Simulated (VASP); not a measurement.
Write the native input for VASP 6.6.1 that does the following.

```yaml
Task: single point
Functional: PBE
Potentials_or_basis: VASP PAW PBE potentials, release 64 (Si, F)
Cutoff: 520 eV
k_mesh: 6 × 6 × 6
Occupations: gaussian, width 0.1 eV
Spin: collinear spin
Starting_moments: "[0.0, 0.0, 1.0, 1.0, 1.0] μB"
Dipole_correction: no
Further_INCAR_settings: ALGO = Normal; EDIFF = 1e-06; NBANDS = 26
```

The structure of Si2F3 lies in POSCAR:

```
Si2F3
1.0
    3.8218872289      2.2065676204      2.0381103017
   -3.8218872289      2.2065676204      2.0381103017
    0.0000000000     -4.4131352408      2.0381103017
Si F
2 3
Direct
    0.2240164253      0.2240164253      0.2240164253
    0.7759835747      0.7759835747      0.7759835747
    0.1764019333      0.8235980667      0.0000000000
    0.0000000000      0.1764019333      0.8235980667
    0.8235980667      0.0000000000      0.1764019333
```

The cell was generated, and may not be a known phase.

The input as run:

INCAR

```
ALGO = Normal ; EDIFF = 1E-6
ENCUT = 520 ; GGA = PE
ISIF = 2 ; ISMEAR = 0
ISPIN = 2 ; LASPH = True
LCHARG = False ; LORBIT = 11
LREAL = False ; LWAVE = False
MAGMOM = 0 0 1 1 1 ; NBANDS = 26
NELM = 150 ; PREC = Accurate
SIGMA = 0.1
```

KPOINTS

```
k-points
0
Gamma
  6 6 6
```

Potentials or basis: VASP PAW PBE potentials, release 64 (Si, F).

Command:

```bash
$ cat potpaw_PBE.64/Si/POTCAR potpaw_PBE.64/F/POTCAR > POTCAR
$ mpirun -np 1 vasp_std > vasp.out
```

Results of the run:

The pressure is 0.2 GPa. The largest force is 0.102 eV/Å. The net moment is 0.00 μB per cell. The valence electrons inside the program's atomic spheres are Si 1.44; F 6.09.

Wall time 72 s on 1 thread of AMD EPYC 9R45 96-Core Processor (Zen 5) (shared host), peak memory 0.27 GiB.
